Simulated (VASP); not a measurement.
# Cd in VASP: a series of runs, part 2 of 2

VASP 6.6.1. Earlier steps stand in the parts before.

## 3. Single point, PBE

File INCAR:

```
SYSTEM = Cd
ALGO = Normal
DIPOL = 0.5 0.5 0.500
EDIFF = 1E-7
ENCUT = 520
GGA = PE
IDIPOL = 3
ISIF = 2
ISMEAR = -1
LASPH = .True.
LCHARG = .False.
LDIPOL = .True.
LREAL = .False.
LWAVE = .False.
NBANDS = 25
NELM = 60
PREC = Accurate
SIGMA = 0.05
```

File KPOINTS:

```
k-points
0
Gamma
  10 10 1
  0 0 0
```

File POSCAR:

```
Cd
1.0
    3.6039047669      0.0000000000      0.0000000000
    0.0000000000      3.6039047669      0.0000000000
    0.0000000000      0.0000000000     19.6039000000
Cd
3
Direct
    0.0000000000      0.0000000000      0.4058003741
    0.5000000000      0.5000000000      0.5000000426
    0.0000000000      0.0000000000      0.5941995833
```

Potentials or basis: VASP PAW PBE potentials, release 64 (Cd).

Launch:

```console
$ cat potpaw_PBE.64/Cd/POTCAR > POTCAR
$ mpirun -np 1 vasp_std > vasp.out
```

OUTCAR:

```text
SYSTEM = Cd
   EDIFF = 1E-7
   ENCUT = 520
   GGA = PE
   ISIF = 2
   ISMEAR = -1
   LASPH = .True.
   LREAL = .False.
   NELM = 60
   PREC = Accurate

 ion  position               nearest neighbor table
   1  0.000  0.000  0.406-   2 3.15   2 3.15   2 3.15   2 3.15   3 3.69
   2  0.500  0.500  0.500-   3 3.15   3 3.15   3 3.15   3 3.15   1 3.15   1 3.15   1 3.15   1 3.15

   3  0.000  0.000  0.594-   2 3.15   2 3.15   2 3.15   2 3.15   1 3.69

  LATTYP: Found a simple tetragonal cell.
 ALAT       =     3.6039047669
 C/A-ratio  =     5.4396276450

  Lattice vectors:

 A1 = (   3.6039047669,   0.0000000000,   0.0000000000)
 A2 = (   0.0000000000,   3.6039047669,   0.0000000000)
 A3 = (   0.0000000000,   0.0000000000,  19.6039000000)

Analysis of symmetry for initial positions (statically):
=====================================================================
 Subroutine PRICEL returns:
 Original cell was already a primitive cell.

 Routine SETGRP: Setting up the symmetry group for a
 simple tetragonal supercell.

 Subroutine GETGRP returns: Found 16 space group operations
 (whereof 16 operations were pure point group operations)
 out of a pool of 16 trial point group operations.

The static configuration has the point symmetry D_4h.

Analysis of symmetry for dynamics (positions and initial velocities):
=====================================================================
 Subroutine PRICEL returns:
 Original cell was already a primitive cell.

 Routine SETGRP: Setting up the symmetry group for a
 simple tetragonal supercell.

 Subroutine GETGRP returns: Found 16 space group operations
 (whereof 16 operations were pure point group operations)
 out of a pool of 16 trial point group operations.

The dynamic configuration has the point symmetry D_4h.

 Subroutine INISYM returns: Found 16 space group operations
 (whereof 16 operations are pure point group operations),
 and found     1 'primitive' translations

----------------------------------------------------------------------------------------

                                     Primitive cell

  volume of cell :     254.6180

  direct lattice vectors                    reciprocal lattice vectors
     3.603904767  0.000000000  0.000000000     0.277476810  0.000000000  0.000000000
     0.000000000  3.603904767  0.000000000     0.000000000  0.277476810  0.000000000
     0.000000000  0.000000000 19.603900000     0.000000000  0.000000000  0.051010258

  length of vectors
     3.603904767  3.603904767 19.603900000     0.277476810  0.277476810  0.051010258

  position of ions in fractional coordinates (direct lattice)
     0.000000000  0.000000000  0.405800374
     0.500000000  0.500000000  0.500000043
     0.000000000  0.000000000  0.594199583

  ion indices of the primitive-cell ions
   primitive index   ion index
                 1           1
                 2           2
                 3           3

----------------------------------------------------------------------------------------

 KPOINTS: k-points

Automatic generation of k-mesh.
 Grid dimensions read from file:
 generate k-points for:   10   10    1

 Generating k-lattice:

  Cartesian coordinates                     Fractional coordinates (reciprocal lattice)
     0.027747681  0.000000000  0.000000000     0.100000000  0.000000000  0.000000000
     0.000000000  0.027747681  0.000000000     0.000000000  0.100000000  0.000000000
     0.000000000  0.000000000  0.051010258     0.000000000  0.000000000  1.000000000

  Length of vectors
     0.027747681  0.027747681  0.051010258

  Shift w.r.t. Gamma in fractional coordinates (k-lattice)
     0.000000000  0.000000000  0.000000000

 Subroutine IBZKPT returns following result:
 ===========================================

 Found     21 irreducible k-points:

 Following reciprocal coordinates:
            Coordinates               Weight
  0.000000  0.000000  0.000000      1.000000
  0.100000  0.000000  0.000000      4.000000
  0.200000  0.000000  0.000000      4.000000
  0.300000  0.000000  0.000000      4.000000
  0.400000  0.000000  0.000000      4.000000
  0.500000  0.000000  0.000000      2.000000
[... 13 lines left out ...]
  0.500000  0.400000  0.000000      4.000000
  0.500000  0.500000  0.000000      1.000000
   k-points           NKPTS =     21   k-points in BZ     NKDIM =     21   number of bands    NBANDS=     25
   number of dos      NEDOS =    301   number of ions     NIONS =      3
   total plane-waves  NPLWV = 117600
   dimension x,y,z NGX =    28 NGY =   28 NGZ =  150
   dimension x,y,z NGXF=    56 NGYF=   56 NGZF=  300
   ions per type =               3
   NGX,Y,Z   is equivalent  to a cutoff of  12.92, 12.92, 12.72 a.u.
   NGXF,Y,Z  is equivalent  to a cutoff of  25.83, 25.83, 25.44 a.u.
 SYSTEM =  Cd
   PREC   = accura    normal or accurate (medium, high low for compatibility)
   ISTART =      0    job   : 0-new  1-cont  2-samecut
   ICHARG =      2    charge: 1-file 2-atom 10-const
   ISPIN  =      1    spin polarized calculation?
   LNONCOLLINEAR =      F non collinear calculations
   LSORBIT =      F    spin-orbit coupling
   LASPH  =      T    aspherical Exc in radial PAW
   ENCUT  =  520.0 eV  38.22 Ry    6.18 a.u.   6.70  6.70 36.45*2*pi/ulx,y,z
   NELM   =     60;   NELMIN=  2; NELMDL= -5     # of ELM steps
   EDIFF  = 0.1E-06   stopping-criterion for ELM
   LREAL  =      F    real-space projection
   EDIFFG = 0.1E-05   stopping-criterion for IOM
   NSW    =      0    number of steps for IOM
   IBRION =     -1    ionic relax: 0-MD 1-quasi-New 2-CG
   NFREE  =      0    steps in history (QN), initial steepest desc. (CG)
   ISIF   =      2    stress and relaxation
   ISYM   =      2    0-nonsym 1-usesym 2-fastsym
   POTIM  = 0.5000    time-step for ionic-motion
   TEBEG  =    0.0;   TEEND  =   0.0 temperature during run
   PSTRESS=    0.0 pullay stress
   NELECT =      36.0000    total number of electrons
   NUPDOWN=      -1.0000    fix difference up-down
   EMIN   =  10.00;   EMAX   =-10.00  energy-range for DOS
   EFERMI =   0.00;   METHOD = LEGACY
   ISMEAR =    -1;   SIGMA  =   0.05  broadening in eV -4-tet -1-fermi 0-gaus
   EFERMI_NEDOS =   21; number of points for ismear=-14 and -15
   IALGO  =     38    algorithm
   IMIX   =      4    mixing-type and parameters
     AMIX     =   0.40;   BMIX     =  1.00
     AMIX_MAG =   1.60;   BMIX_MAG =  1.00
  volume/ion in A,a.u.               =      84.87       572.75
  Fermi-wavevector in a.u.,A,eV,Ry     =   0.852863  1.611677  9.896543  0.727375
  Thomas-Fermi vector in A             =   1.969217
   LORBIT       =      0    0 simple, 1 ext, 2 COOP (PROOUT), +10 PAW based schemes
   GGA     = PE    functional components
[... 5 lines left out ...]
 non-spin polarized calculation
  energy-cutoff  :      520.00
  volume of cell :      254.62
 maximum number of plane-waves:      6888
 NGX is ok and might be reduce to    28
   NGX = 13   NGY = 13   NGZ = 73

 dipolmoment           0.000000      0.000000      0.000000 electrons x Angstroem

 number of electron      35.9999991 magnetization

 dipolmoment           0.000000      0.000000     -0.000000 electrons x Angstroem

 Free energy of the ion-electron system (eV)
  ---------------------------------------------------
  ext. energy  EPLUGINS =         0.00000000
  ---------------------------------------------------
  free energy    TOTEN  =        -1.31796413 eV

  energy without entropy =       -1.30566557  energy(sigma->0) =       -1.31181485

 E-fermi :  -2.2981     XC(G=0):  -3.8609

 val. band max:       -2.3022319184   @ k =   0.5000   0.2000   0.0000
 cond. band min:      -2.2614178874   @ k =   0.4000   0.4000   0.0000
 fundamental gap:      0.0408140310
 Fermi energy:        -2.2981210867

 k-point     1 :       0.0000    0.0000    0.0000
  band No.  band energies     occupation
      1     -11.3120      2.00000
      2     -11.2361      2.00000
      3     -10.9997      2.00000
      4     -10.9997      2.00000
      5     -10.9175      2.00000
      6     -10.8815      2.00000
[... 17 lines left out ...]
     24       2.5618      0.00000
     25       4.4607      0.00000
[... 537 lines left out ...]
      3     -11.2590      2.00000
      4     -11.0751      2.00000
      5     -10.8391      2.00000
      6     -10.8226      2.00000
[... 17 lines left out ...]
     24       1.7206      0.00000
     25       3.3319      0.00000

------------------------ aborting loop because EDIFF is reached ----------------------------------------

 vacuum level on the upper side and lower side of the slab       (xc-potential included)        -0.011        -0.011

  FORCE on cell =-STRESS in cart. coord.  units (eV):
  Direction    XX          YY          ZZ          XY          YZ          ZX
  --------------------------------------------------------------------------------------
  -------------------------------------------------------------------------------------
  Total       -1.1155716     -1.1155716      0.0561954      0.0000000      0.0000000      0.0000000
  in kB       -7.0197061     -7.0197061      0.3536078      0.0000000      0.0000000      0.0000000
  external PRESSURE =      -4.5619348 kB  Pullay stress =       0.0000000 kB

 VOLUME and BASIS-vectors are now :
 -----------------------------------------------------------------------------
  energy-cutoff  :      520.00
  volume of cell :      254.62
      direct lattice vectors                 reciprocal lattice vectors
     3.603904767  0.000000000  0.000000000     0.277476810  0.000000000  0.000000000
     0.000000000  3.603904767  0.000000000     0.000000000  0.277476810  0.000000000
     0.000000000  0.000000000 19.603900000     0.000000000  0.000000000  0.051010258

 POSITION                                       TOTAL-FORCE (eV/Angst)
 -----------------------------------------------------------------------------------
      0.00000      0.00000      7.95527        -0.000000      0.000000     -0.014839
      1.80195      1.80195      9.80195         0.000000     -0.000000     -0.000000
      0.00000      0.00000     11.64863        -0.000000      0.000000      0.014839
 -----------------------------------------------------------------------------------
    total drift:                               -0.000000      0.000000     -0.000078

  FREE ENERGIE OF THE ION-ELECTRON SYSTEM (eV)
  ---------------------------------------------------
  free  energy   TOTEN  =        -1.3179641307 eV

  energy  without entropy=       -1.3056655708  energy(sigma->0) =       -1.31181485

 vacuum level on the upper side and lower side of the slab         1.759         1.759
```

stdout:

```text
POSCAR found type information on POSCAR Cd
 POSCAR found :  1 types and       3 ions
 scaLAPACK will be used
 LDA part: xc-table for (Slater+PW92), standard interpolation
 POSCAR, INCAR and KPOINTS ok, starting setup
 FFT: planning ... GRIDC
 FFT: planning ... GRID_SOFT
 FFT: planning ... GRID
 WAVECAR not read
 entering main loop
```

It took 5.3 min on 1 thread of AMD EPYC 7R43 (Zen 3), shared host; peak memory 0.29 GiB.

Results:

| Quantity | Value |
| --- | --- |
| Free energy | -1.3180 eV |
| Largest force | 0.015 eV/Å |
| Band gap on the k mesh | zero (band 18 reaches -1.94 eV, above the bottom of band 19 at -2.94 eV) |

Forces in eV/Å, atoms in the order of the input:
```
Cd   0.000  0.000 -0.015
Cd   0.000  0.000  0.000
Cd   0.000  0.000  0.015
```

Levels at points of the mesh, in eV from the Fermi level:
| k point | band 15 | band 16 | band 17 | band 18 | band 19 | band 20 | band 21 | band 22 |
| --- | --- | --- | --- | --- | --- | --- | --- | --- |
| (0.00, 0.00, 0.00) | -8.04 | -6.96 | -4.30 | -0.98 | 1.69 | 3.68 | 4.39 | 4.85 |
| (0.50, 0.00, 0.00) | -7.99 | -3.77 | -3.34 | -1.35 | -0.65 | 1.30 | 3.35 | 4.56 |
| (0.50, 0.50, 0.00) | -8.07 | -0.42 | -0.42 | -0.24 | -0.01 | 0.77 | 2.31 | 2.31 |

## 4. Single point, PBE

File INCAR:

```
PREC     = Accurate       # precision mode
ENCUT    = 520            # plane-wave cutoff, eV
EDIFF    = 1E-6           # SCF threshold, eV
ISMEAR   = -1             # smearing method
SIGMA    = 0.05           # smearing width, eV
LREAL    = False          # projectors in reciprocal space
LASPH    = True           # aspherical terms in the spheres
NELM     = 80             # most SCF steps
ALGO     = Normal         # electronic algorithm
ISIF     = 2              # what is computed and relaxed
LWAVE    = False          # write WAVECAR
LCHARG   = True           # write CHGCAR
LDIPOL   = True         
IDIPOL   = 3            
DIPOL    = 0.5 0.5 0.500
GGA      = PE             # functional
LELF     = True           # ELF
LVHAR    = True         
LVACPOTAV= True         
NBANDS   = 25             # bands
```

File KPOINTS:

```
Automatic mesh
0
Gamma
  10 10 1
```

POSCAR is that of step 3.

Launch:

```console
$ cat potpaw_PBE.64/Cd/POTCAR > POTCAR
$ mpirun -np 1 vasp_std > vasp.out
```

It took 5 min on 1 thread of AMD EPYC 7R43 (Zen 3), shared host; peak memory 0.3 GiB.

It converged, with:

| Quantity | Value |
| --- | --- |
| Free energy | -1.3180 eV |
| Largest force | 0.015 eV/Å |
| Band gap on the k mesh | zero (band 18 reaches -1.94 eV, above the bottom of band 19 at -2.94 eV) |

Forces on the atoms (eV/Å):
```
Cd   0.000  0.000 -0.015
Cd   0.000  0.000  0.000
Cd   0.000  0.000  0.015
```

Levels at points of the mesh, in eV from the Fermi level:
| k point | band 16 | band 17 | band 18 | band 19 | band 20 | band 21 |
| --- | --- | --- | --- | --- | --- | --- |
| (0.00, 0.00, 0.00) | -6.96 | -4.30 | -0.98 | 1.69 | 3.68 | 4.39 |
| (0.50, 0.00, 0.00) | -3.77 | -3.34 | -1.35 | -0.65 | 1.30 | 3.35 |
| (0.50, 0.50, 0.00) | -0.42 | -0.42 | -0.24 | -0.01 | 0.77 | 2.31 |
